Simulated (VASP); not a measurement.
# Cd3Te2 (P4/mbm) in VASP: relaxation of cell and atoms with PBE

Aim: the relaxation of cell and atoms of Cd3Te2 with PBE.

Program: VASP 6.6.1. These are calculated values, not measurements. Logs are shortened: lines on timing, memory, paths and dates and some standing lists are left out, and cuts for length are marked.

### 1 The cell of the first run

Symmetry: P4/mbm, No. 127, tetragonal system. Conventional cell: a = 7.970 Å, b = 7.970 Å, c = 4.230 Å, α = 90.00°, β = 90.00°, γ = 90.00°. Within 4.3 Å of Cd (site symmetry m2m) lie 6 Te at 3.16 to 3.19 Å and 11 Cd at 3.61 to 4.23 Å. Within 4.3 Å of Cd (site symmetry 4/m) lie 4 Te at 3.22 Å and 10 Cd at 3.61 to 4.23 Å. Within 3.3 Å of Te (site symmetry m2m) lie 1 Te at 2.50 Å and 8 Cd at 3.16 to 3.22 Å.

### 2 Relaxation of cell and atoms, PBE

File INCAR:

```
SYSTEM = Cd3Te2
PREC = Accurate
ENCUT = 500
EDIFF = 1E-7
ISMEAR = 0
SIGMA = 0.2
LREAL = .FALSE.
LASPH = .TRUE.
NELM = 120
ALGO = Normal
ISIF = 3
LWAVE = .FALSE.
LCHARG = .FALSE.
GGA = PE
IBRION = 2
NSW = 36
EDIFFG = -0.08
GGA_COMPAT = .FALSE.
NELMIN = 4
```

File KPOINTS:

```
regular mesh
0
G
  2 2 4
  0 0 0
```

File POSCAR:

```
Cd3Te2
1.0
    7.9700000000      0.0000000000      0.0000000000
    0.0000000000      7.9700000000      0.0000000000
    0.0000000000      0.0000000000      4.2300000000
Cd Te
6 4
Direct
    0.3190000000      0.1810000000      0.5000000000
    0.6810000000      0.8190000000      0.5000000000
    0.8190000000      0.3190000000      0.5000000000
    0.1810000000      0.6810000000      0.5000000000
    0.0000000000      0.0000000000      0.0000000000
    0.5000000000      0.5000000000      0.0000000000
    0.1110000000      0.3890000000      0.0000000000
    0.8890000000      0.6110000000      0.0000000000
    0.3890000000      0.8890000000      0.0000000000
    0.6110000000      0.1110000000      0.0000000000
```

Potentials or basis: VASP PAW PBE potentials, release 64 (Cd, Te).

Launch:

```
$ cat potpaw_PBE.64/Cd/POTCAR potpaw_PBE.64/Te/POTCAR > POTCAR
$ mpirun -np 1 vasp_std > vasp.out
```

OUTCAR:

```text
SYSTEM = Cd3Te2
   PREC = Accurate
   ENCUT = 500
   EDIFF = 1E-7
   ISMEAR = 0
   LREAL = .FALSE.
   LASPH = .TRUE.
   NELM = 120
   ISIF = 3
   GGA = PE
   IBRION = 2
   NSW = 36
   EDIFFG = -0.08
   NELMIN = 4

 ion  position               nearest neighbor table
   1  0.319  0.181  0.500-   7 3.16   7 3.16  10 3.19   9 3.19   9 3.19  10 3.19   6 3.61   6 3.61
                             5 3.61   5 3.61
   2  0.681  0.819  0.500-   8 3.16   8 3.16  10 3.19   9 3.19   9 3.19  10 3.19   6 3.61   6 3.61
                             5 3.61   5 3.61
   3  0.819  0.319  0.500-  10 3.16  10 3.16   7 3.19   7 3.19   8 3.19   8 3.19   6 3.61   6 3.61
                             5 3.61   5 3.61
   4  0.181  0.681  0.500-   9 3.16   9 3.16   7 3.19   7 3.19   8 3.19   8 3.19   6 3.61   6 3.61
                             5 3.61   5 3.61
   5  0.000  0.000  0.000-   7 3.22   8 3.22   9 3.22  10 3.22   1 3.61   2 3.61   3 3.61   4 3.61
                             1 3.61   2 3.61   3 3.61   4 3.61
   6  0.500  0.500  0.000-   7 3.22   8 3.22   9 3.22  10 3.22   1 3.61   2 3.61   3 3.61   4 3.61
                             1 3.61   2 3.61   3 3.61   4 3.61
   7  0.111  0.389  0.000-   8 2.50   1 3.16   1 3.16   3 3.19   4 3.19   3 3.19   4 3.19   5 3.22
                             6 3.22
   8  0.889  0.611  0.000-   7 2.50   2 3.16   2 3.16   3 3.19   4 3.19   3 3.19   4 3.19   5 3.22
                             6 3.22
   9  0.389  0.889  0.000-  10 2.50   4 3.16   4 3.16   2 3.19   1 3.19   2 3.19   1 3.19   5 3.22
                             6 3.22
  10  0.611  0.111  0.000-   9 2.50   3 3.16   3 3.16   2 3.19   1 3.19   2 3.19   1 3.19   5 3.22
                             6 3.22

  LATTYP: Found a simple tetragonal cell.
 ALAT       =     7.9700000000
 C/A-ratio  =     0.5307402760

  Lattice vectors:

 A1 = (   7.9700000000,   0.0000000000,   0.0000000000)
 A2 = (   0.0000000000,   7.9700000000,   0.0000000000)
 A3 = (   0.0000000000,   0.0000000000,   4.2300000000)

Analysis of symmetry for initial positions (statically):
=====================================================================
 Subroutine PRICEL returns:
 Original cell was already a primitive cell.

 Routine SETGRP: Setting up the symmetry group for a
 simple tetragonal supercell.

 Subroutine GETGRP returns: Found 16 space group operations
 (whereof  8 operations were pure point group operations)
 out of a pool of 16 trial point group operations.

The static configuration has the point symmetry C_4h.
 The point group associated with its full space group is D_4h.

Analysis of symmetry for dynamics (positions and initial velocities):
=====================================================================
 Subroutine PRICEL returns:
 Original cell was already a primitive cell.

 Routine SETGRP: Setting up the symmetry group for a
 simple tetragonal supercell.

 Subroutine GETGRP returns: Found 16 space group operations
 (whereof  8 operations were pure point group operations)
 out of a pool of 16 trial point group operations.

The dynamic configuration has the point symmetry C_4h.
 The point group associated with its full space group is D_4h.

 Subroutine INISYM returns: Found 16 space group operations
 (whereof  8 operations are pure point group operations),
 and found     1 'primitive' translations

----------------------------------------------------------------------------------------

                                     Primitive cell

  volume of cell :     268.6934

  direct lattice vectors                    reciprocal lattice vectors
     7.970000000  0.000000000  0.000000000     0.125470514  0.000000000  0.000000000
     0.000000000  7.970000000  0.000000000     0.000000000  0.125470514  0.000000000
     0.000000000  0.000000000  4.230000000     0.000000000  0.000000000  0.236406619

  length of vectors
     7.970000000  7.970000000  4.230000000     0.125470514  0.125470514  0.236406619

  position of ions in fractional coordinates (direct lattice)
     0.319000000  0.181000000  0.500000000
     0.681000000  0.819000000  0.500000000
     0.819000000  0.319000000  0.500000000
     0.181000000  0.681000000  0.500000000
     0.000000000  0.000000000  0.000000000
     0.500000000  0.500000000  0.000000000
     0.111000000  0.389000000  0.000000000
     0.889000000  0.611000000  0.000000000
     0.389000000  0.889000000  0.000000000
     0.611000000  0.111000000  0.000000000

  ion indices of the primitive-cell ions
   primitive index   ion index
                 1           1
                 2           2
                 3           3
                 4           4
                 5           5
                 6           6
                 7           7
                 8           8
                 9           9
                10          10

----------------------------------------------------------------------------------------

 KPOINTS: regular mesh

Automatic generation of k-mesh.
 Grid dimensions read from file:
 generate k-points for:    2    2    4

 Generating k-lattice:

  Cartesian coordinates                     Fractional coordinates (reciprocal lattice)
     0.062735257  0.000000000  0.000000000     0.500000000  0.000000000  0.000000000
     0.000000000  0.062735257  0.000000000     0.000000000  0.500000000  0.000000000
     0.000000000  0.000000000  0.059101655     0.000000000  0.000000000  0.250000000

  Length of vectors
     0.062735257  0.062735257  0.059101655

  Shift w.r.t. Gamma in fractional coordinates (k-lattice)
     0.000000000  0.000000000  0.000000000

 Subroutine IBZKPT returns following result:
 ===========================================

 Found      9 irreducible k-points:

 Following reciprocal coordinates:
            Coordinates               Weight
  0.000000  0.000000  0.000000      1.000000
  0.500000  0.000000  0.000000      2.000000
  0.500000  0.500000  0.000000      1.000000
  0.000000  0.000000  0.250000      2.000000
  0.500000  0.000000  0.250000      4.000000
  0.500000  0.500000  0.250000      2.000000
  0.000000  0.000000  0.500000      1.000000
  0.500000  0.000000  0.500000      2.000000
  0.500000  0.500000  0.500000      1.000000
   k-points           NKPTS =      9   k-points in BZ     NKDIM =      9   number of bands    NBANDS=     57
   number of dos      NEDOS =    301   number of ions     NIONS =     10
   total plane-waves  NPLWV = 115200
   dimension x,y,z NGX =    60 NGY =   60 NGZ =   32
   dimension x,y,z NGXF=   120 NGYF=  120 NGZF=   64
   ions per type =               6   4
   NGX,Y,Z   is equivalent  to a cutoff of  12.52, 12.52, 12.58 a.u.
   NGXF,Y,Z  is equivalent  to a cutoff of  25.03, 25.03, 25.15 a.u.
 SYSTEM =  Cd3Te2
   PREC   = accura    normal or accurate (medium, high low for compatibility)
   ISTART =      0    job   : 0-new  1-cont  2-samecut
   ICHARG =      2    charge: 1-file 2-atom 10-const
   ISPIN  =      1    spin polarized calculation?
   LNONCOLLINEAR =      F non collinear calculations
   LSORBIT =      F    spin-orbit coupling
   LASPH  =      T    aspherical Exc in radial PAW
   ENCUT  =  500.0 eV  36.75 Ry    6.06 a.u.  14.53 14.53  7.71*2*pi/ulx,y,z
   NELM   =    120;   NELMIN=  4; NELMDL= -5     # of ELM steps
   EDIFF  = 0.1E-06   stopping-criterion for ELM
   LREAL  =      F    real-space projection
   EDIFFG = -.8E-01   stopping-criterion for IOM
   NSW    =     36    number of steps for IOM
   IBRION =      2    ionic relax: 0-MD 1-quasi-New 2-CG
   NFREE  =      1    steps in history (QN), initial steepest desc. (CG)
   ISIF   =      3    stress and relaxation
   ISYM   =      2    0-nonsym 1-usesym 2-fastsym
   POTIM  = 0.5000    time-step for ionic-motion
   TEBEG  =    0.0;   TEEND  =   0.0 temperature during run
   PSTRESS=    0.0 pullay stress
   NELECT =      96.0000    total number of electrons
   NUPDOWN=      -1.0000    fix difference up-down
   EMIN   =  10.00;   EMAX   =-10.00  energy-range for DOS
   EFERMI =   0.00;   METHOD = LEGACY
   ISMEAR =     0;   SIGMA  =   0.20  broadening in eV -4-tet -1-fermi 0-gaus
   EFERMI_NEDOS =   21; number of points for ismear=-14 and -15
   IALGO  =     38    algorithm
   IMIX   =      4    mixing-type and parameters
     AMIX     =   0.40;   BMIX     =  1.00
     AMIX_MAG =   1.60;   BMIX_MAG =  1.00
  volume/ion in A,a.u.               =      26.87       181.32
  Fermi-wavevector in a.u.,A,eV,Ry     =   1.161661  2.195222 18.360481  1.349457
  Thomas-Fermi vector in A             =   2.298231
   LORBIT       =      0    0 simple, 1 ext, 2 COOP (PROOUT), +10 PAW based schemes
   GGA     = PE    functional components
   LHFCALC =     F    Hartree Fock is set to
   AEXX    =    0.0000 exact exchange contribution
   IVDW    =     0    specifies the selected vdW correction
   LEPSILON=     F    determine dielectric tensor
   LRPA    =     F    only Hartree local field effects (RPA)
 conjugate gradient relaxation of ions
 non-spin polarized calculation
 Gauss-broadening in eV      SIGMA  =   0.20
  energy-cutoff  :      500.00
  volume of cell :      268.69
 maximum number of plane-waves:      6848
 NGX is ok and might be reduce to    60
   NGX = 29   NGY = 29   NGZ = 15

--------------------------------------- Ionic step        1  -------------------------------------------

 number of electron      96.0000024 magnetization

 Free energy of the ion-electron system (eV)
  ---------------------------------------------------
  ext. energy  EPLUGINS =         0.00000000
  ---------------------------------------------------
  free energy    TOTEN  =       -13.72920665 eV

  energy without entropy =      -13.62173687  energy(sigma->0) =      -13.67547176

------------------------ aborting loop because EDIFF is reached ----------------------------------------

  FORCE on cell =-STRESS in cart. coord.  units (eV):
  Direction    XX          YY          ZZ          XY          YZ          ZX
  --------------------------------------------------------------------------------------
  -------------------------------------------------------------------------------------
  Total       17.1447021     17.1447021      9.0873822      0.0000000      0.0000000      0.0000000
  in kB      102.2312136    102.2312136     54.1866581      0.0000000      0.0000000      0.0000000
  external PRESSURE =      86.2163618 kB  Pullay stress =       0.0000000 kB
[... 113 lines left out ...]
  FREE ENERGIE OF THE ION-ELECTRON SYSTEM (eV)
  ---------------------------------------------------
  free  energy   TOTEN  =       -16.0267174632 eV

  energy  without entropy=      -15.9076869478  energy(sigma->0) =      -15.96720221

[... ionic steps 4 to 29 ...]

--------------------------------------- Ionic step       30  -------------------------------------------

 number of electron      96.0000028 magnetization

------------------------ aborting loop because EDIFF is reached ----------------------------------------
[... 83 lines left out ...]
--------------------------------------- Ionic step       32  -------------------------------------------

 number of electron      96.0000035 magnetization

 Free energy of the ion-electron system (eV)
  ---------------------------------------------------
  ext. energy  EPLUGINS =         0.00000000
  ---------------------------------------------------
  free energy    TOTEN  =       -17.86986554 eV

  energy without entropy =      -17.81184318  energy(sigma->0) =      -17.84085436

 E-fermi :   2.5250     XC(G=0):  -8.8370

 val. band max:        2.4150539679   @ k =   0.0000   0.0000   0.5000
 cond. band min:       2.5679555304   @ k =   0.5000   0.5000   0.2500
 fundamental gap:      0.1529015625
 Fermi energy:         2.5250068546

 k-point     1 :       0.0000    0.0000    0.0000
  band No.  band energies     occupation
      1      -8.8686      2.00000
      2      -8.3894      2.00000
      3      -8.3894      2.00000
      4      -8.3470      2.00000
      5      -6.4178      2.00000
      6      -6.3845      2.00000
[... 566 lines left out ...]
  FREE ENERGIE OF THE ION-ELECTRON SYSTEM (eV)
  ---------------------------------------------------
  free  energy   TOTEN  =       -17.8698655430 eV

  energy  without entropy=      -17.8118431823  energy(sigma->0) =      -17.84085436

 reached required accuracy - stopping structural energy minimisation
```

Run time: 72 min. Hardware: 1 thread of Oxide Virtual Turin-like, shared host; peak memory 0.37 GiB.

What came out:

```
Free energy                           : -17.8699 eV
Relaxed volume                        : 33.34 Å³/atom
Relaxed cell                          : a = 8.591 Å, b = 8.591 Å, c = 4.517 Å, α = 90.00°, β = 90.00°, γ = 90.00°
Space group after relaxing (to 0.1 Å) : P4/mbm (No. 127)
Energy gained by relaxing             : 414.1 meV/atom
Ionic steps                           : 32
Pressure after relaxing               : -0.2 GPa
Largest force after relaxing          : 0.045 eV/Å
Band gap on the k mesh                : zero (bands 48 and 49 overlap by 0.41 eV)
```

Forces on the atoms (eV/Å):
```
Cd  -0.023  0.023  0.000
Cd   0.023 -0.023  0.000
Cd  -0.023 -0.023  0.000
Cd   0.023  0.023  0.000
Cd   0.000  0.000  0.000
Cd   0.000  0.000  0.000
Te  -0.032  0.032  0.000
Te   0.032 -0.032  0.000
Te   0.032  0.032  0.000
Te  -0.032 -0.032  0.000
```

Stress tensor (GPa, compression positive):
```
-0.08  0.00  0.00
 0.00 -0.08  0.00
 0.00  0.00 -0.35
```

The path:
| step | energy change (eV) | largest force (eV/Å) | pressure (GPa) | volume (Å³) |
| --- | --- | --- | --- | --- |
| 1 | 0.0000 | 4.8222 | 8.62 | 268.69 |
| 2 | -2.2304 | 0.6723 | -2.95 | 328.79 |
| 3 | -2.2975 | 0.8335 | -1.51 | 312.52 |
| 4 | -2.3009 | 0.7874 | -1.78 | 315.02 |
| 5 | -2.5445 | 0.7595 | -0.73 | 302.70 |
| 6 | -2.6900 | 0.4970 | 1.99 | 282.21 |
| 7 | -2.6966 | 0.5777 | 1.39 | 285.92 |
| 8 | -2.8564 | 0.3547 | 1.08 | 288.65 |
| 9 | -2.9312 | 0.4518 | 0.93 | 291.85 |
| 10 | -2.9357 | 0.4780 | 0.92 | 292.69 |
| 11 | -3.0022 | 0.3057 | -0.70 | 304.23 |
| 12 | -3.0022 | 0.3105 | -0.66 | 303.86 |
| 13 | -3.0617 | 0.2775 | -0.55 | 301.15 |
| 14 | -3.1872 | 0.2425 | 0.00 | 293.08 |
| 15 | -3.0364 | 0.8057 | 2.49 | 277.27 |
| 16 | -3.2075 | 0.3287 | 0.38 | 289.61 |
| 17 | -3.2104 | 0.3855 | 0.60 | 287.76 |
| 18 | -3.2524 | 0.4063 | 0.33 | 289.57 |
| 19 | -3.3296 | 0.4829 | -0.35 | 295.05 |
| 20 | -3.3357 | 0.5222 | -0.60 | 297.70 |
| 21 | -3.3951 | 0.5010 | -0.27 | 295.63 |
| 22 | -3.4328 | 0.4910 | 0.42 | 292.35 |
| 23 | -3.5203 | 0.3618 | 0.15 | 294.95 |
| 24 | -3.6267 | 0.1692 | -0.17 | 300.65 |
| 25 | -3.8065 | 0.3498 | 0.10 | 312.26 |
| 26 | -3.3276 | 1.4279 | 1.39 | 336.37 |
| 27 | -3.8661 | 0.5849 | 0.34 | 317.24 |
| 28 | -3.9657 | 0.5842 | -0.15 | 325.62 |
| 29 | -4.0235 | 0.5700 | -0.63 | 336.11 |
| 30 | -4.1258 | 0.2072 | 0.07 | 330.89 |
| 31 | -4.1292 | 0.1280 | 0.25 | 329.84 |
| 32 | -4.1407 | 0.0451 | -0.17 | 333.37 |

Final structure:
```yaml
crystal:
  lattice:
    - [8.59115, 0.00000, 0.00000]
    - [0.00000, 8.59115, 0.00000]
    - [0.00000, 0.00000, 4.51671]
  atoms:
    - { symbol: Cd, position: [0.38822, 0.11178, 0.50000] }
    - { symbol: Cd, position: [0.61178, 0.88822, 0.50000] }
    - { symbol: Cd, position: [0.88822, 0.38822, 0.50000] }
    - { symbol: Cd, position: [0.11178, 0.61178, 0.50000] }
    - { symbol: Cd, position: [0.00000, 0.00000, 0.00000] }
    - { symbol: Cd, position: [0.50000, 0.50000, 0.00000] }
    - { symbol: Te, position: [0.23737, 0.26263, 0.00000] }
    - { symbol: Te, position: [0.76263, 0.73737, 0.00000] }
    - { symbol: Te, position: [0.26263, 0.76263, 0.00000] }
    - { symbol: Te, position: [0.73737, 0.23737, 0.00000] }
```

Levels at points of the mesh, in eV from the Fermi level:
```csv
k point,band 44,band 45,band 46,band 47,band 48,band 49,band 50,band 51,band 52,band 53
"(0.00, 0.00, 0.00)",-1.02,-1.02,-0.78,-0.73,-0.44,0.92,1.04,1.04,2.79,2.93
"(0.50, 0.00, 0.00)",-1.30,-0.88,-0.88,-0.60,-0.60,0.25,0.25,2.08,2.08,2.63
"(0.50, 0.50, 0.00)",-1.24,-1.17,-1.17,0.05,0.05,1.13,1.13,1.60,1.60,3.05
"(0.00, 0.00, 0.50)",-1.34,-1.05,-1.05,-0.36,-0.26,-0.17,-0.11,0.92,0.92,2.35
"(0.50, 0.00, 0.50)",-1.90,-1.50,-1.50,-0.72,-0.72,0.82,0.82,0.91,0.91,2.25
"(0.50, 0.50, 0.50)",-2.16,-1.69,-1.69,-0.94,-0.94,0.96,0.96,1.64,1.64,2.07
```

Caveat: the k points lie up to 0.37 Å⁻¹ apart in the final cell; the volume moved by over 15 % at a fixed basis, so the end points are rough; semilocal functionals underestimate gaps, and a narrow one can read as zero; spin-orbit coupling is left out, which moves the levels of the heavy elements; the relaxation stopped at a loose force limit of 0.08 eV/Å, so its end isn't a converged minimum.

The gap in the log of VASP goes by the Fermi energy; the results here count the filled bands.